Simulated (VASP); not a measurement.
**EuO (u2): single point with PBE+U**

Crystal: EuO (u2).

```
CELL_PARAMETERS angstrom
0.00000 2.58817 2.58817
2.58817 0.00000 2.58817
2.58817 2.58817 0.00000
ATOMIC_POSITIONS crystal
Eu 0.00000 0.00000 0.00000
O 0.50000 0.50000 0.50000
```

- Program: VASP 6.6.1
- Task: single point
- Functional: PBE
- Potentials or basis: VASP PAW PBE potentials, release 64 (Eu, O)
- Cutoff: 600 eV
- k mesh: 12 × 12 × 12
- Occupations: fermi-dirac, width 0.05 eV
- Spin: collinear spin, ferromagnetic start
- Starting moments: [7.44, 0.0] μB
- Hubbard terms: Eu f U = 6.0 eV
- Dipole correction: no
- Further INCAR settings: ALGO = Normal; EDIFF = 1e-06; NBANDS = 22

```
Pressure                                              : -0.4 GPa
Net moment                                            : 7.00 μB per cell
Site moments                                          : Eu +6.73; O -0.09 μB
Valence electrons inside the program's atomic spheres : Eu 14.94; O 4.95
```

Levels at points of the mesh, in eV from the Fermi level:
Spin up:
| k point | band 13 | band 14 | band 15 | band 16 | band 17 | band 18 |
| --- | --- | --- | --- | --- | --- | --- |
| (0.00, 0.00, 0.00) | -0.12 | -0.12 | -0.12 | 0.73 | 2.85 | 2.85 |
| (0.50, 0.00, 0.00) | -0.64 | -0.60 | -0.59 | 3.39 | 5.53 | 5.53 |
| (0.50, 0.50, 0.00) | -0.61 | -0.29 | -0.29 | -0.05 | 4.49 | 6.90 |
Spin down:
| k point | band 6 | band 7 | band 8 | band 9 | band 10 | band 11 |
| --- | --- | --- | --- | --- | --- | --- |
| (0.00, 0.00, 0.00) | -2.66 | -2.66 | -2.66 | 1.50 | 3.81 | 3.81 |
| (0.50, 0.00, 0.00) | -4.72 | -3.78 | -3.78 | 4.02 | 6.21 | 6.55 |
| (0.50, 0.50, 0.00) | -2.77 | -2.64 | -2.64 | 0.80 | 5.36 | 7.66 |

Eigenvalues of the final occupation matrices:
```tsv
site	spin	trace	eigenvalues
site 1 f	1	6.81	0.96 0.97 0.97 0.97 0.98 0.98 0.98
site 1 f	2	0.02	0.00 0.00 0.00 0.00 0.00 0.00 0.00
```

Run time: 110 s on 1 thread of Intel(R) Xeon(R) 6975P-C (Granite Rapids) (shared host), peak memory 0.28 GiB.

Caveat: spin-orbit coupling is left out, which moves the levels of the heavy elements; a cell with one magnetic atom can't hold antiferromagnetic order, which such compounds often take. The state reached can hang on the start; a lower one may exist.
